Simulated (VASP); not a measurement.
# W3S in VASP: a series of runs

The runs below take W3S through single point, with PBE.

Program: VASP 6.6.1. These are calculated values, not measurements. Logs are shortened: lines on timing, memory, paths and dates and some standing lists are left out, and cuts for length are marked.

## (1) The cell of the first run

The cell holds a slab with vacuum, 4 atoms: a = 2.855 Å, b = 2.855 Å, c = 20.197 Å, α = 90.00°, β = 90.00°, γ = 120.00°.

## (2) Single point, PBE

INCAR reads:

```
PREC = Accurate ; ENCUT = 520
EDIFF = 1E-6 ; ISMEAR = 0
SIGMA = 0.1 ; LREAL = F
LASPH = T ; NELM = 60
ALGO = Normal ; ISIF = 2
LWAVE = F ; LCHARG = F
LDIPOL = T ; IDIPOL = 3
DIPOL = 0.5 0.5 0.366 ; GGA = PE
NBANDS = 32
```

KPOINTS reads:

```
Automatic mesh
0
Gamma
  9 9 1
```

POSCAR reads:

```
W3S
1.0
    2.8547213223      0.0000000000      0.0000000000
   -1.4273606611      2.4722611858      0.0000000000
    0.0000000000      0.0000000000     20.1973423488
W S
3 1
Direct
    0.6666666667      0.3333333333      0.1980458583
    0.3333333333      0.6666666667      0.3143385345
    0.0000000000      0.0000000000      0.4306181575
    0.1666666667      0.6666666667      0.5219127126
```

Potentials or basis: VASP PAW PBE potentials, release 64 (W_sv, S).

Launch:

```bash
cat potpaw_PBE.64/W_sv/POTCAR potpaw_PBE.64/S/POTCAR > POTCAR
mpirun -np 1 vasp_std > vasp.out
```

OUTCAR:

```text
PREC = Accurate
   ENCUT = 520
   EDIFF = 1E-6
   ISMEAR = 0
   LREAL = F
   LASPH = T
   NELM = 60
   ISIF = 2
   GGA = PE

 ion  position               nearest neighbor table
   1  0.667  0.333  0.198-   2 2.87   2 2.87   2 2.87
   2  0.333  0.667  0.314-   3 2.87   3 2.87   3 2.87   1 2.87   1 2.87   1 2.87
   3  0.000  0.000  0.431-   4 2.23   4 2.52   4 2.78   2 2.87   2 2.87   2 2.87
   4  0.167  0.667  0.522-   3 2.23   3 2.52   3 2.78

  LATTYP: Found a hexagonal cell.
 ALAT       =     2.8547213223
 C/A-ratio  =     7.0750662038

  Lattice vectors:

 A1 = (   2.8547213223,   0.0000000000,   0.0000000000)
 A2 = (  -1.4273606611,   2.4722611858,   0.0000000000)
 A3 = (   0.0000000000,   0.0000000000,  20.1973423488)

Analysis of symmetry for initial positions (statically):
=====================================================================
 Subroutine PRICEL returns:
 Original cell was already a primitive cell.

 Routine SETGRP: Setting up the symmetry group for a
 hexagonal supercell.

 Subroutine GETGRP returns: Found  1 space group operations
 (whereof  1 operations were pure point group operations)
 out of a pool of 24 trial point group operations.

The static configuration has the point symmetry C_1 .

Analysis of symmetry for dynamics (positions and initial velocities):
=====================================================================
 Subroutine PRICEL returns:
 Original cell was already a primitive cell.

 Routine SETGRP: Setting up the symmetry group for a
 hexagonal supercell.

 Subroutine GETGRP returns: Found  1 space group operations
 (whereof  1 operations were pure point group operations)
 out of a pool of 24 trial point group operations.

The dynamic configuration has the point symmetry C_1 .

 Subroutine INISYM returns: Found  1 space group operations
 (whereof  1 operations are pure point group operations),
 and found     1 'primitive' translations

----------------------------------------------------------------------------------------

                                     Primitive cell

  volume of cell :     142.5451

  direct lattice vectors                    reciprocal lattice vectors
     2.854721322  0.000000000  0.000000000     0.350296890  0.202244004  0.000000000
    -1.427360661  2.472261186  0.000000000     0.000000000  0.404488007  0.000000000
     0.000000000  0.000000000 20.197342349     0.000000000  0.000000000  0.049511465

  length of vectors
     2.854721322  2.854721322 20.197342349     0.404488007  0.404488007  0.049511465

  position of ions in fractional coordinates (direct lattice)
     0.666666667  0.333333333  0.198045858
     0.333333333  0.666666667  0.314338535
     0.000000000  0.000000000  0.430618157
     0.166666667  0.666666667  0.521912713

  ion indices of the primitive-cell ions
   primitive index   ion index
                 1           1
                 2           2
                 3           3
                 4           4

----------------------------------------------------------------------------------------

 KPOINTS: Automatic mesh

Automatic generation of k-mesh.
 Grid dimensions read from file:
 generate k-points for:    9    9    1

 Generating k-lattice:

  Cartesian coordinates                     Fractional coordinates (reciprocal lattice)
     0.038921877  0.022471556  0.000000000     0.111111111 -0.000000000  0.000000000
     0.000000000  0.044943112  0.000000000     0.000000000  0.111111111  0.000000000
     0.000000000  0.000000000  0.049511465     0.000000000  0.000000000  1.000000000

  Length of vectors
     0.044943112  0.044943112  0.049511465

  Shift w.r.t. Gamma in fractional coordinates (k-lattice)
     0.000000000  0.000000000  0.000000000

 Subroutine IBZKPT returns following result:
 ===========================================

 Found     41 irreducible k-points:

 Following reciprocal coordinates:
            Coordinates               Weight
  0.000000  0.000000  0.000000      1.000000
  0.111111  0.000000  0.000000      2.000000
  0.000000  0.111111  0.000000      2.000000
 -0.111111  0.111111  0.000000      2.000000
  0.222222  0.000000  0.000000      2.000000
  0.000000  0.222222  0.000000      2.000000
[... 16 lines left out ...]
  0.333333  0.111111  0.000000      2.000000
 -0.111111  0.444444  0.000000      2.000000
 [... further k-points ...]
   k-points           NKPTS =     41   k-points in BZ     NKDIM =     41   number of bands    NBANDS=     32
   number of dos      NEDOS =    301   number of ions     NIONS =      4
   total plane-waves  NPLWV =  86400
   dimension x,y,z NGX =    24 NGY =   24 NGZ =  150
   dimension x,y,z NGXF=    48 NGYF=   48 NGZF=  300
   ions per type =               3   1
   NGX,Y,Z   is equivalent  to a cutoff of  13.98, 13.98, 12.35 a.u.
   NGXF,Y,Z  is equivalent  to a cutoff of  27.95, 27.95, 24.69 a.u.
 SYSTEM =  unknown system
   PREC   = accura    normal or accurate (medium, high low for compatibility)
   ISTART =      0    job   : 0-new  1-cont  2-samecut
   ICHARG =      2    charge: 1-file 2-atom 10-const
   ISPIN  =      1    spin polarized calculation?
   LNONCOLLINEAR =      F non collinear calculations
   LSORBIT =      F    spin-orbit coupling
   LASPH  =      T    aspherical Exc in radial PAW
   ENCUT  =  520.0 eV  38.22 Ry    6.18 a.u.   5.31  5.31 37.55*2*pi/ulx,y,z
   NELM   =     60;   NELMIN=  2; NELMDL= -5     # of ELM steps
   EDIFF  = 0.1E-05   stopping-criterion for ELM
   LREAL  =      F    real-space projection
   EDIFFG = 0.1E-04   stopping-criterion for IOM
   NSW    =      0    number of steps for IOM
   IBRION =     -1    ionic relax: 0-MD 1-quasi-New 2-CG
   NFREE  =      0    steps in history (QN), initial steepest desc. (CG)
   ISIF   =      2    stress and relaxation
   ISYM   =      2    0-nonsym 1-usesym 2-fastsym
   POTIM  = 0.5000    time-step for ionic-motion
   TEBEG  =    0.0;   TEEND  =   0.0 temperature during run
   PSTRESS=    0.0 pullay stress
   NELECT =      48.0000    total number of electrons
   NUPDOWN=      -1.0000    fix difference up-down
   EMIN   =  10.00;   EMAX   =-10.00  energy-range for DOS
   EFERMI =   0.00;   METHOD = LEGACY
   ISMEAR =     0;   SIGMA  =   0.10  broadening in eV -4-tet -1-fermi 0-gaus
   EFERMI_NEDOS =   21; number of points for ismear=-14 and -15
   IALGO  =     38    algorithm
   IMIX   =      4    mixing-type and parameters
     AMIX     =   0.40;   BMIX     =  1.00
     AMIX_MAG =   1.60;   BMIX_MAG =  1.00
  volume/ion in A,a.u.               =      35.64       240.49
  Fermi-wavevector in a.u.,A,eV,Ry     =   1.138950  2.152303 17.649559  1.297206
  Thomas-Fermi vector in A             =   2.275653
   LORBIT       =      0    0 simple, 1 ext, 2 COOP (PROOUT), +10 PAW based schemes
   GGA     = PE    functional components
   LHFCALC =     F    Hartree Fock is set to
   AEXX    =    0.0000 exact exchange contribution
   IVDW    =     0    specifies the selected vdW correction
   LEPSILON=     F    determine dielectric tensor
   LRPA    =     F    only Hartree local field effects (RPA)
 non-spin polarized calculation
 Gauss-broadening in eV      SIGMA  =   0.10
  energy-cutoff  :      520.00
  volume of cell :      142.55
 maximum number of plane-waves:      3867
 NGX is ok and might be reduce to    24
   NGX = 11   NGY = 11   NGZ = 75

 dipolmoment           0.000000      0.000000      0.064299 electrons x Angstroem

 number of electron      48.0000001 magnetization

 dipolmoment           0.000000      0.000000     -0.018077 electrons x Angstroem

 Free energy of the ion-electron system (eV)
  ---------------------------------------------------
  ext. energy  EPLUGINS =         0.00000000
  ---------------------------------------------------
  free energy    TOTEN  =       -40.51208505 eV

  energy without entropy =      -40.49153823  energy(sigma->0) =      -40.50181164

 E-fermi :   1.9025     XC(G=0):  -6.6127

 val. band max:        1.8961316759   @ k =   0.0000   0.2222   0.0000
 cond. band min:       1.9143530285   @ k =  -0.2222   0.1111   0.0000
 fundamental gap:      0.0182213527
 Fermi energy:         1.9024518260

 k-point     1 :       0.0000    0.0000    0.0000
  band No.  band energies     occupation
      1     -72.0866      2.00000
      2     -71.8837      2.00000
      3     -71.8347      2.00000
      4     -36.6655      2.00000
      5     -36.3180      2.00000
      6     -35.8880      2.00000
[... 24 lines left out ...]
     31       4.6156      0.00000
     32       5.3796      0.00000

 k-point     2 :       0.1111    0.0000    0.0000
  band No.  band energies     occupation
      1     -72.0782      2.00000
      2     -71.8745      2.00000
      3     -71.8281      2.00000
      4     -36.6360      2.00000
      5     -36.3102      2.00000
      6     -35.9988      2.00000
[... 24 lines left out ...]
     31       4.7430      0.00000
     32       5.3715      0.00000

 k-point     3 :       0.0000    0.1111    0.0000
  band No.  band energies     occupation
      1     -72.0781      2.00000
      2     -71.8745      2.00000
      3     -71.8281      2.00000
      4     -36.6350      2.00000
      5     -36.3109      2.00000
      6     -35.9815      2.00000
[... 24 lines left out ...]
     31       4.5686      0.00000
     32       5.3206      0.00000

 k-point     4 :      -0.1111    0.1111    0.0000
  band No.  band energies     occupation
      1     -72.0781      2.00000
      2     -71.8745      2.00000
      3     -71.8281      2.00000
      4     -36.6348      2.00000
      5     -36.3105      2.00000
      6     -35.9997      2.00000
[... 654 lines left out ...]
     31       5.2292      0.00000
     32       5.5456      0.00000

 k-point    23 :       0.3333    0.1111    0.0000
  band No.  band energies     occupation
      1     -72.0195      2.00000
      2     -71.8078      2.00000
      3     -71.7863      2.00000
      4     -36.6752      2.00000
      5     -36.5122      2.00000
      6     -36.3402      2.00000
[... 24 lines left out ...]
     31       6.4628      0.00000
     32       6.9677      0.00000

 k-point    24 :      -0.1111    0.4444    0.0000
  band No.  band energies     occupation
      1     -72.0192      2.00000
      2     -71.8078      2.00000
      3     -71.7863      2.00000
      4     -36.6741      2.00000
      5     -36.5052      2.00000
      6     -36.3479      2.00000
[... 24 lines left out ...]
     31       6.3329      0.00000
     32       7.1843      0.00000

 [... further k-points ...]

------------------------ aborting loop because EDIFF is reached ----------------------------------------

 vacuum level on the upper side and lower side of the slab       (xc-potential included)        -0.471        -0.039

  FORCE on cell =-STRESS in cart. coord.  units (eV):
  Direction    XX          YY          ZZ          XY          YZ          ZX
  --------------------------------------------------------------------------------------
  -------------------------------------------------------------------------------------
  Total        0.4560662     -0.0055060      0.9030879     -0.5576264     -1.7674675      4.7419103
  in kB        5.1260894     -0.0618868     10.1505199     -6.2676053    -19.8659678     53.2980871
  external PRESSURE =       5.0715742 kB  Pullay stress =       0.0000000 kB

 VOLUME and BASIS-vectors are now :
 -----------------------------------------------------------------------------
  energy-cutoff  :      520.00
  volume of cell :      142.55
      direct lattice vectors                 reciprocal lattice vectors
     2.854721322  0.000000000  0.000000000     0.350296890  0.202244004  0.000000000
    -1.427360661  2.472261186  0.000000000     0.000000000  0.404488007  0.000000000
     0.000000000  0.000000000 20.197342349     0.000000000  0.000000000  0.049511465

 POSITION                                       TOTAL-FORCE (eV/Angst)
 -----------------------------------------------------------------------------------
      1.42736      0.82409      4.00000        -0.010366      0.032691     -0.209147
     -0.00000      1.64817      6.34880        -0.221437      0.092269      0.018378
      0.00000      0.00000      8.69734        -2.031511      0.632783      0.186970
     -0.47579      1.64817     10.54125         2.263314     -0.757742      0.003799
 -----------------------------------------------------------------------------------
    total drift:                                0.000060     -0.000006      0.000159

  FREE ENERGIE OF THE ION-ELECTRON SYSTEM (eV)
  ---------------------------------------------------
  free  energy   TOTEN  =       -40.5120850458 eV

  energy  without entropy=      -40.4915382298  energy(sigma->0) =      -40.50181164

 vacuum level on the upper side and lower side of the slab         6.420         6.834
```

Wall time 7.5 min (1 thread of Intel Xeon 8259CL, shared host); peak memory 0.36 GiB.

Results:

| Quantity | Value |
| --- | --- |
| Free energy | -40.5121 eV |
| Largest force | 2.387 eV/Å |
| Band gap on the k mesh | zero (band 24 reaches 2.33 eV, above the bottom of band 25 at 1.69 eV) |

Forces in eV/Å, atoms in the order of the input:
```
W   -0.010  0.033 -0.209
W   -0.221  0.092  0.018
W   -2.032  0.633  0.187
S    2.263 -0.758  0.004
```

Levels at points of the mesh, in eV from the Fermi level:
```csv
k point,band 21,band 22,band 23,band 24,band 25,band 26,band 27,band 28
"(0.00, 0.00, 0.00)",-0.94,-0.49,-0.45,-0.12,-0.04,0.15,0.36,1.96
```

Caveat: spin-orbit coupling is left out, which moves the levels of the heavy elements.

## (3) Single point, PBE

INCAR reads:

```
SYSTEM = W3S
PREC     = Accurate       ! precision mode
ENCUT    = 520            ! plane-wave cutoff, eV
EDIFF    = 1E-6           ! SCF threshold, eV
ISMEAR   = 0              ! smearing method
SIGMA    = 0.1            ! smearing width, eV
LREAL    = .FALSE.        ! projectors in reciprocal space
LASPH    = .TRUE.         ! aspherical terms in the spheres
NELM     = 80             ! most SCF steps
ALGO     = Normal         ! electronic algorithm
ISIF     = 2              ! what is computed and relaxed
LWAVE    = .FALSE.        ! write WAVECAR
LCHARG   = .FALSE.        ! write CHGCAR
LDIPOL   = .TRUE.       
IDIPOL   = 3            
DIPOL    = 0.5 0.5 0.366
GGA      = PE             ! functional
NBANDS   = 32             ! bands
```

KPOINTS reads:

```
regular mesh
0
G
  9 9 1
  0 0 0
```

Changes to POSCAR since step 2:

```diff
@@ -11,2 +11,2 @@
     0.0000000000      0.0000000000      0.4306181575
-    0.1666666667      0.6666666667      0.5219127126
+    0.5000000000      0.3333333333      0.5214784188
```

Potentials or basis: VASP PAW PBE potentials, release 64 (W_sv, S).

Launch:

```bash
cat potpaw_PBE.64/W_sv/POTCAR potpaw_PBE.64/S/POTCAR > POTCAR
mpirun -np 1 vasp_std > vasp.out
```

Run time: 6.5 min. Hardware: 1 thread of Intel Xeon 8259CL, shared host; peak memory 0.36 GiB.

The run converged. Its results:

* Free energy: -40.4518 eV
* Largest force: 2.406 eV/Å
* Band gap on the k mesh: zero (band 24 reaches 2.30 eV, above the bottom of band 25 at 1.92 eV)

Forces on the atoms (eV/Å):
```
W   -0.033 -0.002 -0.266
W   -0.222  0.038 -0.056
W   -2.035 -0.772  0.300
S    2.291  0.736  0.022
```

Levels at points of the mesh, in eV from the Fermi level:
| k point | band 21 | band 22 | band 23 | band 24 | band 25 | band 26 | band 27 | band 28 |
| --- | --- | --- | --- | --- | --- | --- | --- | --- |
| (0.00, 0.00, 0.00) | -1.11 | -0.73 | -0.56 | -0.08 | -0.07 | 0.12 | 0.31 | 1.48 |

Caveat: spin-orbit coupling is left out, which moves the levels of the heavy elements.
